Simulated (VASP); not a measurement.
# Sb in VASP: single point with PBE+D4

Aim: the single point of Sb with PBE+D4.

All numbers are computed with VASP 6.6.1; they aren't measurements. Logs are shortened: lines on timing, memory, paths and dates and some standing lists are left out, and cuts for length are marked.

## Step 1: The cell of the first run

The cell holds a sheet with vacuum, 2 atoms: a = 4.059 Å, b = 4.059 Å, c = 27.100 Å, α = 90.00°, β = 90.00°, γ = 120.00°.

## Step 2: Single point, PBE+D4

INCAR

```
PREC = Accurate
ENCUT = 400
EDIFF = 1E-6
ISMEAR = 0
SIGMA = 0.03
LREAL = F
LASPH = T
NELM = 120
ALGO = Normal
ISIF = 2
LWAVE = F
LCHARG = F
LDIPOL = T
IDIPOL = 3
DIPOL = 0.5 0.5 0.289
GGA = PE
IVDW = 13
NBANDS = 22
GGA_COMPAT = F
NELMDL = -8
```

KPOINTS

```
regular mesh
0
Gamma
  12 12 1
```

POSCAR

```
Sb
1.0
    4.0585977638      0.0000000000      0.0000000000
   -2.0292988819      3.5148487672      0.0000000000
    0.0000000000      0.0000000000     27.1000000030
Sb
2
Direct
    0.3333333333      0.6666666667      0.2582503999
    0.6666666667      0.3333333333      0.3192403749
```

Potentials or basis: VASP PAW PBE potentials, release 64 (Sb_d_GW).

Run with:

```sh
$ cat potpaw_PBE.64/Sb_d_GW/POTCAR > POTCAR
$ mpirun -np 1 vasp_std > vasp.out
```

OUTCAR:

```text
PREC = Accurate
   ENCUT = 400
   EDIFF = 1E-6
   ISMEAR = 0
   LREAL = F
   LASPH = T
   NELM = 120
   ISIF = 2
   GGA = PE
   IVDW = 13
   NELMDL = -8

 ion  position               nearest neighbor table
   1  0.333  0.667  0.258-   2 2.87   2 2.87   2 2.87
   2  0.667  0.333  0.319-   1 2.87   1 2.87   1 2.87

  LATTYP: Found a hexagonal cell.
 ALAT       =     4.0585977638
 C/A-ratio  =     6.6771830026

  Lattice vectors:

 A1 = (   4.0585977638,   0.0000000000,   0.0000000000)
 A2 = (  -2.0292988819,   3.5148487672,   0.0000000000)
 A3 = (   0.0000000000,   0.0000000000,  27.1000000030)

Analysis of symmetry for initial positions (statically):
=====================================================================
 Subroutine PRICEL returns:
 Original cell was already a primitive cell.

 Routine SETGRP: Setting up the symmetry group for a
 hexagonal supercell.

 Subroutine GETGRP returns: Found 12 space group operations
 (whereof  6 operations were pure point group operations)
 out of a pool of 24 trial point group operations.

The static configuration has the point symmetry C_3v.
 The point group associated with its full space group is D_3d.

Analysis of symmetry for dynamics (positions and initial velocities):
=====================================================================
 Subroutine PRICEL returns:
 Original cell was already a primitive cell.

 Routine SETGRP: Setting up the symmetry group for a
 hexagonal supercell.

 Subroutine GETGRP returns: Found 12 space group operations
 (whereof  6 operations were pure point group operations)
 out of a pool of 24 trial point group operations.

The dynamic configuration has the point symmetry C_3v.
 The point group associated with its full space group is D_3d.

 Subroutine INISYM returns: Found 12 space group operations
 (whereof  6 operations are pure point group operations),
 and found     1 'primitive' translations

----------------------------------------------------------------------------------------

                                     Primitive cell

  volume of cell :     386.5912

  direct lattice vectors                    reciprocal lattice vectors
     4.058597764  0.000000000  0.000000000     0.246390517  0.142253631  0.000000000
    -2.029298882  3.514848767  0.000000000     0.000000000  0.284507262  0.000000000
     0.000000000  0.000000000 27.100000003     0.000000000  0.000000000  0.036900369

  length of vectors
     4.058597764  4.058597764 27.100000003     0.284507262  0.284507262  0.036900369

  position of ions in fractional coordinates (direct lattice)
     0.333333333  0.666666667  0.258250400
     0.666666667  0.333333333  0.319240375

  ion indices of the primitive-cell ions
   primitive index   ion index
                 1           1
                 2           2

----------------------------------------------------------------------------------------

 KPOINTS: regular mesh

Automatic generation of k-mesh.
 Grid dimensions read from file:
 generate k-points for:   12   12    1

 Generating k-lattice:

  Cartesian coordinates                     Fractional coordinates (reciprocal lattice)
     0.020532543  0.011854469  0.000000000     0.083333333  0.000000000  0.000000000
     0.000000000  0.023708939  0.000000000     0.000000000  0.083333333  0.000000000
     0.000000000  0.000000000  0.036900369     0.000000000  0.000000000  1.000000000

  Length of vectors
     0.023708939  0.023708939  0.036900369

  Shift w.r.t. Gamma in fractional coordinates (k-lattice)
     0.000000000  0.000000000  0.000000000

 Subroutine IBZKPT returns following result:
 ===========================================

 Found     19 irreducible k-points:

 Following reciprocal coordinates:
            Coordinates               Weight
  0.000000  0.000000  0.000000      1.000000
  0.083333 -0.000000  0.000000      6.000000
  0.166667 -0.000000  0.000000      6.000000
  0.250000 -0.000000  0.000000      6.000000
  0.333333  0.000000  0.000000      6.000000
  0.416667  0.000000  0.000000      6.000000
[... 11 lines left out ...]
  0.333333  0.250000  0.000000     12.000000
  0.333333  0.333333  0.000000      2.000000
   k-points           NKPTS =     19   k-points in BZ     NKDIM =     19   number of bands    NBANDS=     22
   number of dos      NEDOS =    301   number of ions     NIONS =      2
   total plane-waves  NPLWV = 141120
   dimension x,y,z NGX =    28 NGY =   28 NGZ =  180
   dimension x,y,z NGXF=    56 NGYF=   56 NGZF=  360
   ions per type =               2
   NGX,Y,Z   is equivalent  to a cutoff of  11.47, 11.47, 11.04 a.u.
   NGXF,Y,Z  is equivalent  to a cutoff of  22.94, 22.94, 22.08 a.u.
 SYSTEM =  unknown system
   PREC   = accura    normal or accurate (medium, high low for compatibility)
   ISTART =      0    job   : 0-new  1-cont  2-samecut
   ICHARG =      2    charge: 1-file 2-atom 10-const
   ISPIN  =      1    spin polarized calculation?
   LNONCOLLINEAR =      F non collinear calculations
   LSORBIT =      F    spin-orbit coupling
   LASPH  =      T    aspherical Exc in radial PAW
   ENCUT  =  400.0 eV  29.40 Ry    5.42 a.u.   6.62  6.62 44.19*2*pi/ulx,y,z
   NELM   =    120;   NELMIN=  2; NELMDL= -8     # of ELM steps
   EDIFF  = 0.1E-05   stopping-criterion for ELM
   LREAL  =      F    real-space projection
   EDIFFG = 0.1E-04   stopping-criterion for IOM
   NSW    =      0    number of steps for IOM
   IBRION =     -1    ionic relax: 0-MD 1-quasi-New 2-CG
   NFREE  =      0    steps in history (QN), initial steepest desc. (CG)
   ISIF   =      2    stress and relaxation
   ISYM   =      2    0-nonsym 1-usesym 2-fastsym
   POTIM  = 0.5000    time-step for ionic-motion
   TEBEG  =    0.0;   TEEND  =   0.0 temperature during run
   PSTRESS=    0.0 pullay stress
   NELECT =      30.0000    total number of electrons
   NUPDOWN=      -1.0000    fix difference up-down
   EMIN   =  10.00;   EMAX   =-10.00  energy-range for DOS
   EFERMI =   0.00;   METHOD = LEGACY
   ISMEAR =     0;   SIGMA  =   0.03  broadening in eV -4-tet -1-fermi 0-gaus
   EFERMI_NEDOS =   21; number of points for ismear=-14 and -15
   IALGO  =     38    algorithm
   IMIX   =      4    mixing-type and parameters
     AMIX     =   0.40;   BMIX     =  1.00
     AMIX_MAG =   1.60;   BMIX_MAG =  1.00
  volume/ion in A,a.u.               =     193.30      1304.42
  Fermi-wavevector in a.u.,A,eV,Ry     =   0.698283  1.319563  6.634183  0.487599
  Thomas-Fermi vector in A             =   1.781843
   LORBIT       =      0    0 simple, 1 ext, 2 COOP (PROOUT), +10 PAW based schemes
   GGA     = PE    functional components
   LHFCALC =     F    Hartree Fock is set to
   AEXX    =    0.0000 exact exchange contribution
   IVDW    =    13    specifies the selected vdW correction
   LEPSILON=     F    determine dielectric tensor
   LRPA    =     F    only Hartree local field effects (RPA)
 non-spin polarized calculation
 Gauss-broadening in eV      SIGMA  =   0.03
  energy-cutoff  :      400.00
  volume of cell :      386.59
 maximum number of plane-waves:      7097
 NGX is ok and might be reduce to    28
   NGX = 13   NGY = 13   NGZ = 89

 dipolmoment           0.000000      0.000000     -0.000000 electrons x Angstroem

 number of electron      29.9999966 magnetization

 dipolmoment           0.000000      0.000000      0.000000 electrons x Angstroem

 Free energy of the ion-electron system (eV)
  ---------------------------------------------------
  ext. energy  EPLUGINS =         0.00000000
  ---------------------------------------------------
  free energy    TOTEN  =        -8.14410554 eV

  energy without entropy =       -8.14410554  energy(sigma->0) =       -8.14410554

 E-fermi :  -2.9703     XC(G=0):  -2.0828

 val. band max:       -3.1953139034   @ k =   0.0000   0.0000   0.0000
 cond. band min:      -2.0380406194   @ k =   0.3333   0.0000   0.0000
 fundamental gap:      1.1572732840
 Fermi energy:        -2.9703287008

 k-point     1 :       0.0000    0.0000    0.0000
  band No.  band energies     occupation
      1     -31.8894      2.00000
      2     -31.8894      2.00000
      3     -31.8126      2.00000
      4     -31.8126      2.00000
      5     -31.7688      2.00000
      6     -31.6999      2.00000
[... 14 lines left out ...]
     21       1.6255      0.00000
     22       1.9066      0.00000

 k-point     2 :       0.0833   -0.0000    0.0000
  band No.  band energies     occupation
      1     -31.8889      2.00000
      2     -31.8857      2.00000
      3     -31.8121      2.00000
      4     -31.8102      2.00000
      5     -31.7676      2.00000
      6     -31.7016      2.00000
[... 14 lines left out ...]
     21       1.7098      0.00000
     22       1.9940      0.00000

 k-point     3 :       0.1667   -0.0000    0.0000
  band No.  band energies     occupation
      1     -31.8873      2.00000
      2     -31.8748      2.00000
      3     -31.8109      2.00000
      4     -31.8034      2.00000
      5     -31.7640      2.00000
      6     -31.7063      2.00000
[... 14 lines left out ...]
     21       1.9549      0.00000
     22       2.2428      0.00000
[... 351 lines left out ...]
 k-point    18 :       0.3333    0.2500    0.0000
  band No.  band energies     occupation
      1     -31.8808      2.00000
      2     -31.7988      2.00000
      3     -31.7836      2.00000
      4     -31.7651      2.00000
      5     -31.7595      2.00000
      6     -31.7309      2.00000
[... 14 lines left out ...]
     21       3.8062      0.00000
     22       4.3154      0.00000

 k-point    19 :       0.3333    0.3333    0.0000
  band No.  band energies     occupation
      1     -31.8806      2.00000
      2     -31.7819      2.00000
      3     -31.7817      2.00000
      4     -31.7817      2.00000
      5     -31.7451      2.00000
      6     -31.7451      2.00000
[... 14 lines left out ...]
     21       4.1633      0.00000
     22       4.7112      0.00000

------------------------ aborting loop because EDIFF is reached ----------------------------------------

 vacuum level on the upper side and lower side of the slab       (xc-potential included)        -0.010        -0.010

  DFT-D4 for vdW energy calculation

  Edisp (eV):   -0.55426

  FORCE on cell =-STRESS in cart. coord.  units (eV):
  Direction    XX          YY          ZZ          XY          YZ          ZX
  --------------------------------------------------------------------------------------
  -------------------------------------------------------------------------------------
  Total      -0.11724    -0.11724    -0.11756     0.00000     0.00000     0.00000
  in kB      -0.48589    -0.48589    -0.48722     0.00000     0.00000     0.00000
  external pressure =       -0.49 kB  Pullay stress =        0.00 kB

 VOLUME and BASIS-vectors are now :
 -----------------------------------------------------------------------------
  energy-cutoff  :      400.00
  volume of cell :      386.59
      direct lattice vectors                 reciprocal lattice vectors
     4.058597764  0.000000000  0.000000000     0.246390517  0.142253631  0.000000000
    -2.029298882  3.514848767  0.000000000     0.000000000  0.284507262  0.000000000
     0.000000000  0.000000000 27.100000003     0.000000000  0.000000000  0.036900369

 POSITION                                       TOTAL-FORCE (eV/Angst)
 -----------------------------------------------------------------------------------
     -0.00000      2.34323      6.99859        -0.000000      0.000000      0.003973
      2.02930      1.17162      8.65141         0.000000     -0.000000     -0.003973
 -----------------------------------------------------------------------------------
    total drift:                               -0.000000     -0.000000      0.000136

  FREE ENERGIE OF THE ION-ELECTRON SYSTEM (eV)
  ---------------------------------------------------
  free  energy   TOTEN  =        -8.6983661468 eV

  energy  without entropy=       -8.6983661468  energy(sigma->0) =       -8.69836615

 vacuum level on the upper side and lower side of the slab         1.468         1.468
```

Wall time 3.6 min (1 thread of Intel Xeon Platinum 8259CL at 2.50GHz (Skylake/Cascade Lake), shared host); peak memory 0.41 GiB.

What came out:

* Free energy: -8.6984 eV
* Largest force: 0.004 eV/Å
* Band gap on the k mesh: 1.16 eV (least direct gap 1.68 eV)
* Dispersion energy per atom: -0.277 eV

Forces on the atoms (eV/Å):
```
Sb   0.000  0.000  0.004
Sb   0.000  0.000 -0.004
```

Caveat: spin-orbit coupling is left out, which moves the levels of the heavy elements.
